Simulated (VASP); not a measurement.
# Au (Im-3m) in VASP: a series of runs, part 2 of 2

VASP 6.6.1. Earlier steps stand in the parts before.

**5. Single point, PBE0**

File POSCAR:

```
Au
1.0
   -1.6348707273      1.6348707273      1.6348707273
    1.6348707273     -1.6348707273      1.6348707273
    1.6348707273      1.6348707273     -1.6348707273
Au
1
Direct
    0.0000000000      0.0000000000      0.0000000000
```

File INCAR.step1:

```
ALGO = Normal ; EDIFF = 1E-5
ENCUT = 520 ; GGA = PE
ISIF = 2 ; ISMEAR = -1
LASPH = T ; LCHARG = F
LREAL = F ; LWAVE = T
NBANDS = 12 ; NELM = 80
PREC = Accurate ; SIGMA = 0.05
```

File INCAR.step2:

```
AEXX = 0.25 ; ALGO = Normal
EDIFF = 1E-6 ; ENCUT = 520
GGA = PE ; ISIF = 2
ISMEAR = -1 ; ISTART = 1
LASPH = T ; LCHARG = F
LHFCALC = T ; LREAL = F
LWAVE = F ; NBANDS = 12
NELM = 80 ; PREC = Accurate
PRECFOCK = Normal ; SIGMA = 0.05
```

File KPOINTS:

```
k-points
0
Gamma
  6 6 6
```

Potentials or basis: VASP PAW PBE potentials, release 64 (Au).

Run with:

```console
cat potpaw_PBE.64/Au/POTCAR > POTCAR
cp INCAR.step1 INCAR
mpirun -np 1 vasp_std > vasp.out
cp INCAR.step2 INCAR
mpirun -np 1 vasp_std > vasp.out
```

OUTCAR:

```text
AEXX = 0.25
   EDIFF = 1E-6
   ENCUT = 520
   GGA = PE
   ISIF = 2
   ISMEAR = -1
   ISTART = 1
   LASPH = T
   LHFCALC = T
   LREAL = F
   NELM = 80
   PREC = Accurate
   PRECFOCK = Normal

 ion  position               nearest neighbor table
   1  0.000  0.000  0.000-

  LATTYP: Found a body centered cubic cell.
 ALAT       =     3.2697414546

  Lattice vectors:

 A1 = (  -1.6348707273,   1.6348707273,   1.6348707273)
 A2 = (   1.6348707273,  -1.6348707273,   1.6348707273)
 A3 = (   1.6348707273,   1.6348707273,  -1.6348707273)

Analysis of symmetry for initial positions (statically):
=====================================================================
 Subroutine PRICEL returns:
 Original cell was already a primitive cell.

 Routine SETGRP: Setting up the symmetry group for a
 body centered cubic supercell.

 Subroutine GETGRP returns: Found 48 space group operations
 (whereof 48 operations were pure point group operations)
 out of a pool of 48 trial point group operations.

The static configuration has the point symmetry O_h .

Analysis of symmetry for dynamics (positions and initial velocities):
=====================================================================
 Subroutine PRICEL returns:
 Original cell was already a primitive cell.

 Routine SETGRP: Setting up the symmetry group for a
 body centered cubic supercell.

 Subroutine GETGRP returns: Found 48 space group operations
 (whereof 48 operations were pure point group operations)
 out of a pool of 48 trial point group operations.

The dynamic configuration has the point symmetry O_h .

 Subroutine INISYM returns: Found 48 space group operations
 (whereof 48 operations are pure point group operations),
 and found     1 'primitive' translations

[... 115 lines left out ...]
   AEXX    =    0.2500 exact exchange contribution
   HFSCREEN=    0.0000 screening length (either q_TF or 0.3 A-1)
   HFSCREENC=   0.0000 screening length for correlation (either q_TF or 0.3 A-1)
   ENCUTFOCK=  -1.0 apply spherical cutoff to Coloumb kernel
   IVDW    =     0    specifies the selected vdW correction
   LEPSILON=     F    determine dielectric tensor
   LRPA    =     F    only Hartree local field effects (RPA)
 non-spin polarized calculation
  energy-cutoff  :      520.00
  volume of cell :       17.48
 maximum number of plane-waves:       478
 NGX is ok and might be reduce to    24
  NGX = 16; NGY = 16; NGZ = 16

 number of electron      11.0000002 magnetization

 Free energy of the ion-electron system (eV)
  ---------------------------------------------------
  ext. energy  EPLUGINS =         0.00000000
  ---------------------------------------------------
  free energy    TOTEN  =        -3.48448577 eV

  energy without entropy =       -3.47375798  energy(sigma->0) =       -3.47912188

 E-fermi :   9.2209     XC(G=0):  -9.8472

 val. band max:        8.7635876556   @ k =  -0.3333   0.3333   0.3333
 cond. band min:       9.2942480681   @ k =   0.3333   0.1667   0.0000
 fundamental gap:      0.5306604125
 Fermi energy:         9.2209360062

 k-point     1 :       0.0000    0.0000    0.0000
  band No.  band energies     occupation
      1      -2.1937      2.00000
      2       2.5363      2.00000
      3       2.5363      2.00000
      4       2.5363      2.00000
      5       4.4326      2.00000
      6       4.4326      2.00000
      7      26.7737      0.00000
      8      26.7737      0.00000
      9      26.7737      0.00000
     10      34.7365      0.00000
     11      34.7365      0.00000
     12      34.7365      0.00000
[... 211 lines left out ...]
 k-point    16 :       0.5000    0.5000    0.5000
  band No.  band energies     occupation
      1       0.4747      2.00000
      2       0.4747      2.00000
      3       5.8241      2.00000
      4       5.8241      2.00000
      5       5.8241      2.00000
      6      16.1838      0.00000
      7      16.1838      0.00000
      8      16.1838      0.00000
      9      20.0961      0.00000
     10      25.9259      0.00000
     11      25.9259      0.00000
     12      35.4018      0.00000

------------------------ aborting loop because EDIFF is reached ----------------------------------------

  FORCE on cell =-STRESS in cart. coord.  units (eV):
  Direction    XX          YY          ZZ          XY          YZ          ZX
  --------------------------------------------------------------------------------------
  -------------------------------------------------------------------------------------
  Total        0.1428480      0.1428480      0.1428480     -0.0000000     -0.0000000      0.0000000
  in kB       13.0940688     13.0940688     13.0940688     -0.0000000     -0.0000000      0.0000000
  external PRESSURE =      13.0940688 kB  Pullay stress =       0.0000000 kB

 VOLUME and BASIS-vectors are now :
 -----------------------------------------------------------------------------
  energy-cutoff  :      520.00
  volume of cell :       17.48
      direct lattice vectors                 reciprocal lattice vectors
    -1.634870727  1.634870727  1.634870727     0.000000000  0.305834579  0.305834579
     1.634870727 -1.634870727  1.634870727     0.305834579  0.000000000  0.305834579
     1.634870727  1.634870727 -1.634870727     0.305834579  0.305834579  0.000000000

 POSITION                                       TOTAL-FORCE (eV/Angst)
 -----------------------------------------------------------------------------------
      0.00000      0.00000      0.00000         0.000000      0.000000     -0.000000
 -----------------------------------------------------------------------------------
    total drift:                               -0.000000     -0.000000     -0.000000

  FREE ENERGIE OF THE ION-ELECTRON SYSTEM (eV)
  ---------------------------------------------------
  free  energy   TOTEN  =        -3.4844857699 eV

  energy  without entropy=       -3.4737579813  energy(sigma->0) =       -3.47912188
```

OUTCAR.step1:

```text
EDIFF = 1E-5
   ENCUT = 520
   GGA = PE
   ISIF = 2
   ISMEAR = -1
   LASPH = T
[... 444 lines left out ...]

 POSITION                                       TOTAL-FORCE (eV/Angst)
 -----------------------------------------------------------------------------------
      0.00000      0.00000      0.00000         0.000000      0.000000     -0.000000
 -----------------------------------------------------------------------------------
    total drift:                                0.000000      0.000000      0.000000

  FREE ENERGIE OF THE ION-ELECTRON SYSTEM (eV)
  ---------------------------------------------------
  free  energy   TOTEN  =        -3.1108549868 eV

  energy  without entropy=       -3.0966474561  energy(sigma->0) =       -3.10375122
```

Run time: 3.3 min. Hardware: 1 thread of Intel Xeon 6975P-C (Granite Rapids), shared host; peak memory 0.15 GiB.

Results:

- Free energy: -3.4845 eV
- Pressure: 1.3 GPa

Levels at points of the mesh, in eV from the Fermi level:
```
           k point  band 4  band 5  band 6  band 7  band 8  band 9
(0.00, 0.00, 0.00)   -6.68   -4.79   -4.79   17.55   17.55   17.55
(0.50, 0.00, 0.00)   -4.52   -2.94   -1.26    4.05   13.30   14.94
(0.50, 0.50, 0.50)   -3.40   -3.40    6.96    6.96    6.96   10.88
```

Caveat: the k points lie up to 0.45 Å⁻¹ apart; the PAW data sets were made with another functional, which shifts forces and pressure a little; spin-orbit coupling is left out, which moves the levels of the heavy elements.

**6. Single point, PBE0**

This run uses another cell than the first one, of 17.84 Å³/atom, 1.021 times its volume.

File POSCAR:

```
Au
1.0
   -1.6461460541      1.6461460541      1.6461460541
    1.6461460541     -1.6461460541      1.6461460541
    1.6461460541      1.6461460541     -1.6461460541
Au
1
Direct
    0.0000000000      0.0000000000      0.0000000000
```

Edit INCAR.step1 of step 5 so:

```diff
@@ -5,3 +5,3 @@
 LREAL = F ; LWAVE = T
-NBANDS = 12 ; NELM = 80
+NBANDS = 12 ; NELM = 100
 PREC = Accurate ; SIGMA = 0.05
```

Edit INCAR.step2 of step 5 so:

```diff
@@ -7,3 +7,3 @@
 LWAVE = F ; NBANDS = 12
-NELM = 80 ; PREC = Accurate
+NELM = 100 ; PREC = Accurate
 PRECFOCK = Normal ; SIGMA = 0.05
```

KPOINTS is that of step 5.

Potentials or basis: VASP PAW PBE potentials, release 64 (Au).

Run with:

```console
cat potpaw_PBE.64/Au/POTCAR > POTCAR
cp INCAR.step1 INCAR
mpirun -np 1 vasp_std > vasp.out
cp INCAR.step2 INCAR
mpirun -np 1 vasp_std > vasp.out
```

Run time: 3 min. Hardware: 1 thread of Intel Xeon 6975P-C (Granite Rapids), shared host; peak memory 0.15 GiB.

The run converged. Its results:

```
Free energy : -3.4843 eV
Pressure    : -1.7 GPa
```

Levels at points of the mesh, in eV from the Fermi level:
```
           k point  band 2  band 3  band 4  band 5  band 6  band 7  band 8  band 9  band 10  band 11
(0.00, 0.00, 0.00)   -6.56   -6.56   -6.56   -4.72   -4.72   17.55   17.55   17.55    25.14    25.14
(0.50, 0.00, 0.00)   -7.64   -4.81   -4.47   -2.94   -1.15    3.94   13.29   14.79    22.51    22.85
(0.50, 0.50, 0.50)   -8.54   -3.38   -3.38   -3.38    6.95    6.95    6.95   10.63    16.48    16.48
```

Caveat: the k points lie up to 0.45 Å⁻¹ apart; the PAW data sets were made with another functional, which shifts forces and pressure a little; spin-orbit coupling is left out, which moves the levels of the heavy elements.

**7. Summary**

```csv
task,level,potentials or basis,cell,k mesh,cutoff (eV),grid for exact exchange (PRECFOCK),second run,gap on the mesh (eV),pressure (GPa)
single point,PBE0,"VASP PAW PBE potentials, release 64 (Au)","a = 2.832 Å, angles 109.5°, 1 atom",6 × 6 × 6,520,Normal,-,none,1.3
relaxation of cell and atoms,BLYP,"VASP PAW PBE potentials, release 64 (Au_sv_GW)","relaxed from a = 2.870 Å, angles 109.5°, 1 atom",11 × 11 × 11,500,-,valence_matched,none,0.0
single point,PBE0,"VASP PAW PBE potentials, release 64 (Au)","a = 2.812 Å, angles 109.5°, 1 atom",6 × 6 × 6,520,Normal,-,none,4.8
single point,PBE0,"VASP PAW PBE potentials, release 64 (Au)","a = 2.851 Å, angles 109.5°, 1 atom",6 × 6 × 6,520,Normal,-,none,-1.7
```

Alike in all rows: no spin polarisation; smearing fermi-dirac 0.05 eV.

Caveats: some runs use coarse meshes; the PAW data sets were made with another functional, which shifts forces and pressure a little; spin-orbit coupling is left out, which moves the levels of the heavy elements.

Total energies depend on the potentials used, so only differences within one code and one set of settings carry meaning.
